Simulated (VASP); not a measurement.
Input of a VASP 6.6.1 run:

Contents of INCAR:

```
SYSTEM = LaScCl6
  PREC = Accurate
  ENCUT = 520
  EDIFF = 1E-7
  ISMEAR = 0
  SIGMA = 0.02
  LREAL = .False.
  LASPH = .True.
  NELM = 100
  ALGO = Normal
  ISIF = 2
  LWAVE = .False.
  LCHARG = .True.
  GGA = PE
  LELF = .True.
  LVHAR = .True.
  NBANDS = 42
```

Contents of KPOINTS:

```
regular mesh
0
Gamma
  4 4 4
  0 0 0
```

The input POSCAR:

```
LaScCl6
1.0
    0.0000000000      5.2860483040      5.2860483040
    5.2860483040      0.0000000000      5.2860483040
    5.2860483040      5.2860483040      0.0000000000
La Sc Cl
1 1 6
Direct
    0.0000000000      0.0000000000      0.0000000000
    0.5000000000      0.5000000000      0.5000000000
    0.2636773357      0.7363226643      0.7363226643
    0.7363226643      0.2636773357      0.2636773357
    0.7363226643      0.2636773357      0.7363226643
    0.2636773357      0.7363226643      0.2636773357
    0.7363226643      0.7363226643      0.2636773357
    0.2636773357      0.2636773357      0.7363226643
```

Potentials or basis: VASP PAW PBE potentials, release 64 (La, Sc_sv, Cl).

The run is started by

```console
$ cat potpaw_PBE.64/La/POTCAR potpaw_PBE.64/Sc_sv/POTCAR potpaw_PBE.64/Cl/POTCAR > POTCAR
$ mpirun -np 1 vasp_std > vasp.out
```

What does it give for the pressure?

0.0 GPa.

What does it give for the band gap on the k mesh?

3.35 eV, direct.

Estimate the largest force.

0.034 eV/Å.

Forces in eV/Å, atoms in the order of the input:
```
La   0.000  0.000  0.000
Sc   0.000  0.000  0.000
Cl   0.034  0.000  0.000
Cl  -0.034  0.000  0.000
Cl   0.000  0.034  0.000
Cl   0.000 -0.034  0.000
Cl   0.000  0.000  0.034
Cl   0.000  0.000 -0.034
```

Caveat: spin-orbit coupling is left out, which moves the levels of the heavy elements. A k mesh can miss the band edges.
